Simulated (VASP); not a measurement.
# Be5H (P-62m) in VASP: a series of runs

Be5H is run at these levels: PBE; tasks: single point.

Everything below comes from runs of VASP 6.6.1. Logs are shortened: lines on timing, memory, paths and dates and some standing lists are left out, and cuts for length are marked.

## (1) The cell of the first run

The structure is hexagonal, space group P-62m (No. 189). The conventional cell has a = 4.071 Å, b = 4.071 Å, c = 3.741 Å, α = 90.00°, β = 90.00°, γ = 120.00°. Within 3.1 Å of Be (site symmetry -6) lie 9 Be at 2.33 to 2.35 Å and 3 H at 2.35 Å. Within 3.0 Å of Be (site symmetry m2m) lie 10 Be at 2.23 to 2.41 Å and 2 H at 2.27 Å. H (site symmetry -62m) has 12 Be at 2.27 to 2.35 Å within 3.0 Å.

## (2) Single point, PBE

File INCAR:

```
SYSTEM = Be5H
  PREC = Accurate
  ENCUT = 520
  EDIFF = 1E-6
  ISMEAR = 0
  SIGMA = 0.1
  LREAL = .False.
  LASPH = .True.
  NELM = 100
  ALGO = Normal
  ISIF = 2
  LWAVE = .False.
  LCHARG = .False.
  GGA = PE
  NBANDS = 14
```

File KPOINTS:

```
Automatic mesh
0
Gamma
  6 6 4
  0 0 0
```

File POSCAR:

```
Be5H
1.0
    4.0705296400      0.0000000000      0.0000000000
   -2.0352648200      3.5251820800      0.0000000000
    0.0000000000      0.0000000000      3.7408544900
Be H
5 1
Direct
    0.6666666700      0.3333333300      0.5000000000
    0.3165600000      0.0000000000      0.0000000000
    0.6834400000      0.6834400000      0.0000000000
    0.0000000000      0.3165600000      0.0000000000
    0.3333333300      0.6666666700      0.5000000000
    0.0000000000      0.0000000000      0.5000000000
```

Potentials or basis: VASP PAW PBE potentials, release 64 (Be, H).

On the command line:

```console
$ cat potpaw_PBE.64/Be/POTCAR potpaw_PBE.64/H/POTCAR > POTCAR
$ mpirun -np 1 vasp_std > vasp.out
```

OUTCAR:

```text
SYSTEM = Be5H
   PREC = Accurate
   ENCUT = 520
   EDIFF = 1E-6
   ISMEAR = 0
   LREAL = .False.
   LASPH = .True.
   NELM = 100
   ISIF = 2
   GGA = PE

 ion  position               nearest neighbor table
   1  0.667  0.333  0.500-   4 2.33   4 2.33   2 2.33   2 2.33   3 2.33   3 2.33   5 2.35   5 2.35
                             5 2.35
   2  0.317  0.000  0.000-   4 2.23   3 2.23   5 2.33   5 2.33   1 2.33   1 2.33
   3  0.683  0.683  0.000-   2 2.23   4 2.23   5 2.33   5 2.33   1 2.33   1 2.33
   4  0.000  0.317  0.000-   2 2.23   3 2.23   1 2.33   1 2.33   5 2.33   5 2.33
   5  0.333  0.667  0.500-   2 2.33   2 2.33   4 2.33   4 2.33   3 2.33   3 2.33   1 2.35   1 2.35
                             1 2.35
   6  0.000  0.000  0.500-

  LATTYP: Found a hexagonal cell.
 ALAT       =     4.0705296400
 C/A-ratio  =     0.9190092742

  Lattice vectors:

 A1 = (   4.0705296400,   0.0000000000,   0.0000000000)
 A2 = (  -2.0352648200,   3.5251820800,   0.0000000000)
 A3 = (   0.0000000000,   0.0000000000,   3.7408544900)

Analysis of symmetry for initial positions (statically):
=====================================================================
 Subroutine PRICEL returns:
 Original cell was already a primitive cell.

 Routine SETGRP: Setting up the symmetry group for a
 hexagonal supercell.

 Subroutine GETGRP returns: Found 12 space group operations
 (whereof 12 operations were pure point group operations)
 out of a pool of 24 trial point group operations.

The static configuration has the point symmetry D_3h.

Analysis of symmetry for dynamics (positions and initial velocities):
=====================================================================
 Subroutine PRICEL returns:
 Original cell was already a primitive cell.

 Routine SETGRP: Setting up the symmetry group for a
 hexagonal supercell.

 Subroutine GETGRP returns: Found 12 space group operations
 (whereof 12 operations were pure point group operations)
 out of a pool of 24 trial point group operations.

The dynamic configuration has the point symmetry D_3h.

 Subroutine INISYM returns: Found 12 space group operations
 (whereof 12 operations are pure point group operations),
 and found     1 'primitive' translations

----------------------------------------------------------------------------------------

                                     Primitive cell

  volume of cell :      53.6789

  direct lattice vectors                    reciprocal lattice vectors
     4.070529640  0.000000000  0.000000000     0.245668276  0.141836645  0.000000000
[... 107 lines left out ...]
   IALGO  =     38    algorithm
   IMIX   =      4    mixing-type and parameters
     AMIX     =   0.40;   BMIX     =  1.00
     AMIX_MAG =   1.60;   BMIX_MAG =  1.00
  volume/ion in A,a.u.               =       8.95        60.37
  Fermi-wavevector in a.u.,A,eV,Ry     =   0.965172  1.823910 12.674597  0.931557
  Thomas-Fermi vector in A             =   2.094866
   LORBIT       =      0    0 simple, 1 ext, 2 COOP (PROOUT), +10 PAW based schemes
   GGA     = PE    functional components
   LHFCALC =     F    Hartree Fock is set to
   AEXX    =    0.0000 exact exchange contribution
   IVDW    =     0    specifies the selected vdW correction
   LEPSILON=     F    determine dielectric tensor
   LRPA    =     F    only Hartree local field effects (RPA)
 non-spin polarized calculation
 Gauss-broadening in eV      SIGMA  =   0.10
  energy-cutoff  :      520.00
  volume of cell :       53.68
 maximum number of plane-waves:      1454
   NGX = 15   NGY = 15   NGZ = 13

 number of electron      10.9999999 magnetization

 Free energy of the ion-electron system (eV)
  ---------------------------------------------------
  ext. energy  EPLUGINS =         0.00000000
  ---------------------------------------------------
  free energy    TOTEN  =       -19.42653590 eV

  energy without entropy =      -19.41971401  energy(sigma->0) =      -19.42312496

 E-fermi :   4.3408     XC(G=0):  -9.8791

 val. band max:        4.2467801268   @ k =   0.5000  -0.0000   0.0000
 cond. band min:       4.3694887594   @ k =   0.1667   0.0000   0.5000
 fundamental gap:      0.1227086327
 Fermi energy:         4.3408282490

 k-point     1 :       0.0000    0.0000    0.0000
  band No.  band energies     occupation
      1      -5.5048      2.00000
      2       1.8871      2.00000
      3       2.4400      2.00000
      4       3.4918      2.00000
      5       3.4918      2.00000
      6       4.5542      0.00255
      7       5.3228      0.00000
      8       5.9011      0.00000
      9       5.9011      0.00000
     10      11.1567      0.00000
     11      11.3275      0.00000
     12      11.7749      0.00000
     13      11.7749      0.00000
     14      12.2862      0.00000
[... 326 lines left out ...]
      1      -1.4329      2.00000
      2      -0.4165      2.00000
      3      -0.4165      2.00000
      4       0.4677      2.00000
      5       0.5847      2.00000
      6       0.5847      2.00000
      7       7.6983      0.00000
      8      10.2336      0.00000
      9      10.5572      0.00000
     10      10.5572      0.00000
     11      11.7446      0.00000
     12      11.7446      0.00000
     13      15.2782      0.00000
     14      17.0656      0.00000

------------------------ aborting loop because EDIFF is reached ----------------------------------------

  FORCE on cell =-STRESS in cart. coord.  units (eV):
  Direction    XX          YY          ZZ          XY          YZ          ZX
  --------------------------------------------------------------------------------------
  -------------------------------------------------------------------------------------
  Total       -4.3425416     -4.3425416     -5.6660989      0.0000000      0.0000000     -0.0000000
  in kB     -129.6138106   -129.6138109   -169.1186260      0.0000000      0.0000000     -0.0000000
  external PRESSURE =    -142.7820825 kB  Pullay stress =       0.0000000 kB

 VOLUME and BASIS-vectors are now :
 -----------------------------------------------------------------------------
  energy-cutoff  :      520.00
  volume of cell :       53.68
      direct lattice vectors                 reciprocal lattice vectors
     4.070529640  0.000000000  0.000000000     0.245668276  0.141836645  0.000000000
    -2.035264820  3.525182080  0.000000000     0.000000000  0.283673290  0.000000000
     0.000000000  0.000000000  3.740854490     0.000000000  0.000000000  0.267318604

 POSITION                                       TOTAL-FORCE (eV/Angst)
 -----------------------------------------------------------------------------------
      2.03526      1.17506      1.87043        -0.000000      0.000000      0.000000
      1.28857      0.00000      0.00000         0.475278      0.000000      0.000000
      1.39098      2.40925      0.00000        -0.237639     -0.411603      0.000000
     -0.64428      1.11593      0.00000        -0.237639      0.411603     -0.000000
     -0.00000      2.35012      1.87043        -0.000000      0.000000      0.000000
      0.00000      0.00000      1.87043        -0.000000      0.000000      0.000000
 -----------------------------------------------------------------------------------
    total drift:                               -0.000000      0.000000     -0.000000

  FREE ENERGIE OF THE ION-ELECTRON SYSTEM (eV)
  ---------------------------------------------------
  free  energy   TOTEN  =       -19.4265359000 eV

  energy  without entropy=      -19.4197140132  energy(sigma->0) =      -19.42312496
```

OSZICAR:

```text
N       E                     dE             d eps       ncg     rms          rms(c)
DAV:   1     0.153521607803E+01    0.15352E+01   -0.38321E+03   588   0.605E+02
DAV:   2    -0.188664301242E+02   -0.20402E+02   -0.19180E+02   756   0.108E+02
DAV:   3    -0.196170064340E+02   -0.75058E+00   -0.74146E+00   806   0.159E+01
DAV:   4    -0.196210707615E+02   -0.40643E-02   -0.40478E-02   684   0.130E+00
DAV:   5    -0.196210955507E+02   -0.24789E-04   -0.24786E-04   804   0.969E-02    0.202E+00
DAV:   6    -0.194575896928E+02    0.16351E+00   -0.22170E-01   666   0.186E+00    0.102E+00
DAV:   7    -0.194295194951E+02    0.28070E-01   -0.50068E-02   768   0.105E+00    0.434E-01
DAV:   8    -0.194265442587E+02    0.29752E-02   -0.47547E-03   744   0.465E-01    0.319E-02
DAV:   9    -0.194265369524E+02    0.73063E-05   -0.40136E-05   714   0.364E-02    0.192E-02
DAV:  10    -0.194265343422E+02    0.26102E-05   -0.70939E-06   750   0.159E-02    0.580E-03
DAV:  11    -0.194265358277E+02   -0.14855E-05   -0.71922E-07   450   0.588E-03    0.534E-04
DAV:  12    -0.194265359000E+02   -0.72291E-07   -0.41026E-08   450   0.177E-03
   1 F= -.19426536E+02 E0= -.19423125E+02  d E =-.682189E-02
```

Wall time 12 s (1 thread of AMD EPYC 9R14 (Zen 4), shared host); peak memory 0.12 GiB.

What came out:

```yaml
Free_energy: -19.4265 eV
Pressure: -14.3 GPa
Largest_force: 0.475 eV/Å
```

Forces on the atoms (eV/Å):
```
Be   0.000  0.000  0.000
Be   0.475  0.000  0.000
Be  -0.238 -0.412  0.000
Be  -0.238  0.412  0.000
Be   0.000  0.000  0.000
H    0.000  0.000  0.000
```

Stress tensor (GPa, compression positive):
```
-12.96   0.00   0.00
  0.00 -12.96   0.00
  0.00   0.00 -16.91
```

Caveat: the k points lie up to 0.42 Å⁻¹ apart.

## (3) Single point, PBE

This run uses another cell than the first one, of 7.56 Å³/atom, 0.845 times its volume.

File INCAR:

```
SYSTEM = Be5H
PREC = Accurate ; ENCUT = 520
EDIFF = 1E-6 ; ISMEAR = 0
SIGMA = 0.1 ; LREAL = .FALSE.
LASPH = .TRUE. ; NELM = 60
ALGO = Normal ; ISIF = 2
LWAVE = .FALSE. ; LCHARG = .FALSE.
GGA = PE ; NBANDS = 14
```

File KPOINTS:

```
regular mesh
0
G
  12 12 10
  0 0 0
```

File POSCAR:

```
Be5H
1.0
    3.8659483118      0.0000000000      0.0000000000
   -1.9329741559      3.3480094478      0.0000000000
    0.0000000000      0.0000000000      3.5025784823
Be H
5 1
Direct
    0.6666666667      0.3333333333      0.5000000000
    0.3279938824      0.0000000000      0.0000000000
    0.6720061176      0.6720061176      0.0000000000
    0.0000000000      0.3279938824      0.0000000000
    0.3333333333      0.6666666667      0.5000000000
    0.0000000000      0.0000000000      0.5000000000
```

Potentials or basis: VASP PAW PBE potentials, release 64 (Be, H).

On the command line:

```console
$ cat potpaw_PBE.64/Be/POTCAR potpaw_PBE.64/H/POTCAR > POTCAR
$ mpirun -np 1 vasp_std > vasp.out
```

OUTCAR:

```text
SYSTEM = Be5H
   PREC = Accurate
   ENCUT = 520
   EDIFF = 1E-6
   ISMEAR = 0
   LREAL = .FALSE.
   LASPH = .TRUE.
   NELM = 60
   ISIF = 2
   GGA = PE

 ion  position               nearest neighbor table
   1  0.667  0.333  0.500-   4 2.18   4 2.18   2 2.18   2 2.18   3 2.18   3 2.18   5 2.23   5 2.23
                             5 2.23
   2  0.328  0.000  0.000-   5 2.18   5 2.18   1 2.18   1 2.18   4 2.20   3 2.20   3 2.25   4 2.25
                             4 2.25   3 2.25
   3  0.672  0.672  0.000-   5 2.18   5 2.18   1 2.18   1 2.18   2 2.20   4 2.20   2 2.25   4 2.25
                             4 2.25   2 2.25
   4  0.000  0.328  0.000-   1 2.18   1 2.18   5 2.18   5 2.18   2 2.20   3 2.20   2 2.25   3 2.25
                             3 2.25   2 2.25
   5  0.333  0.667  0.500-   2 2.18   2 2.18   4 2.18   4 2.18   3 2.18   3 2.18   1 2.23   1 2.23
                             1 2.23
   6  0.000  0.000  0.500-

  LATTYP: Found a hexagonal cell.
 ALAT       =     3.8659483118
 C/A-ratio  =     0.9060075820

  Lattice vectors:

 A1 = (   3.8659483118,   0.0000000000,   0.0000000000)
 A2 = (  -1.9329741559,   3.3480094478,   0.0000000000)
 A3 = (   0.0000000000,   0.0000000000,   3.5025784823)

Analysis of symmetry for initial positions (statically):
=====================================================================
[... 203 lines left out ...]
     14      14.6952      0.00000
[... 377 lines left out ...]
      1      -4.0545      2.00000
      2      -0.5481      2.00000
      3       1.9715      2.00000
      4       3.3258      2.00000
      5       3.9952      2.00000
      6       6.7880      0.00000
      7       8.2104      0.00000
      8       9.8877      0.00000
      9      10.4746      0.00000
     10      11.3127      0.00000
     11      11.6036      0.00000
     12      13.9254      0.00000
     13      14.4640      0.00000
     14      15.8745      0.00000

 [... further k-points ...]
[... 5 lines left out ...]
  --------------------------------------------------------------------------------------
  -------------------------------------------------------------------------------------
  Total        0.0296775      0.0296775      0.0315107      0.0000000     -0.0000000     -0.0000000
  in kB        1.0488370      1.0488370      1.1136235      0.0000000     -0.0000000     -0.0000000
  external PRESSURE =       1.0704325 kB  Pullay stress =       0.0000000 kB

 VOLUME and BASIS-vectors are now :
 -----------------------------------------------------------------------------
  energy-cutoff  :      520.00
  volume of cell :       45.33
      direct lattice vectors                 reciprocal lattice vectors
     3.865948312  0.000000000  0.000000000     0.258668746  0.149342470  0.000000000
    -1.932974156  3.348009448  0.000000000     0.000000000  0.298684940  0.000000000
     0.000000000  0.000000000  3.502578482     0.000000000  0.000000000  0.285503952

 POSITION                                       TOTAL-FORCE (eV/Angst)
 -----------------------------------------------------------------------------------
      1.93297      1.11600      1.75129         0.000000      0.000000      0.000000
      1.26801      0.00000      0.00000        -0.004365      0.000000     -0.000000
      1.29897      2.24988      0.00000         0.002182      0.003780      0.000000
     -0.63400      1.09813      0.00000         0.002182     -0.003780     -0.000000
     -0.00000      2.23201      1.75129         0.000000      0.000000      0.000000
      0.00000      0.00000      1.75129         0.000000      0.000000      0.000000
 -----------------------------------------------------------------------------------
    total drift:                               -0.000000     -0.000000     -0.000000

  FREE ENERGIE OF THE ION-ELECTRON SYSTEM (eV)
  ---------------------------------------------------
  free  energy   TOTEN  =       -19.8960761377 eV

  energy  without entropy=      -19.8906029191  energy(sigma->0) =      -19.89333953
```

Run time: 37 s. Hardware: 1 thread of AMD EPYC 9R14 (Zen 4), shared host; peak memory 0.16 GiB.

Results:

* Free energy: -19.8961 eV
* Pressure: 0.1 GPa
* Largest force: 0.004 eV/Å

Forces in eV/Å, atoms in the order of the input:
```
Be   0.000  0.000  0.000
Be  -0.004  0.000  0.000
Be   0.002  0.004  0.000
Be   0.002 -0.004  0.000
Be   0.000  0.000  0.000
H    0.000  0.000  0.000
```

Levels at points of the mesh, in eV from the Fermi level:
| k point | band 3 | band 4 | band 5 | band 6 | band 7 | band 8 | band 9 | band 10 |
| --- | --- | --- | --- | --- | --- | --- | --- | --- |
| (0.00, 0.00, 0.00) | -1.98 | -1.13 | -1.13 | -0.11 | 1.70 | 1.70 | 1.89 | 7.74 |
| (0.50, 0.00, 0.00) | -3.91 | -1.94 | -0.23 | 1.01 | 2.05 | 3.72 | 5.39 | 5.91 |
| (0.00, 0.00, 0.50) | -0.31 | 0.66 | 0.66 | 0.75 | 1.31 | 1.31 | 1.69 | 3.85 |
| (0.50, 0.00, 0.50) | -5.30 | -4.93 | -2.40 | -1.34 | 1.03 | 3.04 | 9.10 | 9.72 |
